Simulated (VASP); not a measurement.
Set up this calculation in VASP 6.6.1, as the native input.

```
Task                   : single point
Functional             : LDA
Potentials or basis    : VASP PAW LDA potentials, release 64 (Si, W_sv)
Cutoff                 : 520 eV
k mesh                 : 20 × 20 × 20
Occupations            : gaussian, width 0.15 eV
Spin                   : no spin polarisation
Dipole correction      : no
Further INCAR settings : ALGO = Normal; EDIFF = 1e-07; NBANDS = 18
```

The structure of Si2W lies in POSCAR:

```
Si2W
1.0
   -1.6138273433      1.6138273433      3.9374127038
    1.6138273433     -1.6138273433      3.9374127038
    1.6138273433      1.6138273433     -3.9374127038
Si W
2 1
Direct
    0.3346644983      0.3346644983      0.0000000000
    0.6653355017      0.6653355017      0.0000000000
    0.0000000000      0.0000000000      0.0000000000
```

These files were run (other wordings do the same):

INCAR

```
SYSTEM = Si2W
PREC = Accurate ; ENCUT = 520
EDIFF = 1E-7 ; ISMEAR = 0
SIGMA = 0.15 ; LREAL = .False.
LASPH = .True. ; NELM = 60
ALGO = Normal ; ISIF = 2
LWAVE = .False. ; LCHARG = .False.
GGA = CA ; NBANDS = 18
```

KPOINTS

```
Automatic mesh
0
Gamma
  20 20 20
  0 0 0
```

Potentials or basis: VASP PAW LDA potentials, release 64 (Si, W_sv).

Command:

```bash
$ cat potpaw_LDA.64/Si/POTCAR potpaw_LDA.64/W_sv/POTCAR > POTCAR
$ mpirun -np 1 vasp_std > vasp.out
```

Results of the run:

| Quantity | Value |
| --- | --- |
| Pressure | -8.1 GPa |
| Largest force | 0.098 eV/Å |
| Band gap on the k mesh | zero (bands 11 and 12 overlap by 1.25 eV) |

Caveat: the cell stands under tension; spin-orbit coupling is left out, which moves the levels of the heavy elements.

Run time: 5 min on 1 thread of Intel(R) Xeon(R) 6975P-C (Granite Rapids), on a shared host, peak memory 0.53 GiB.
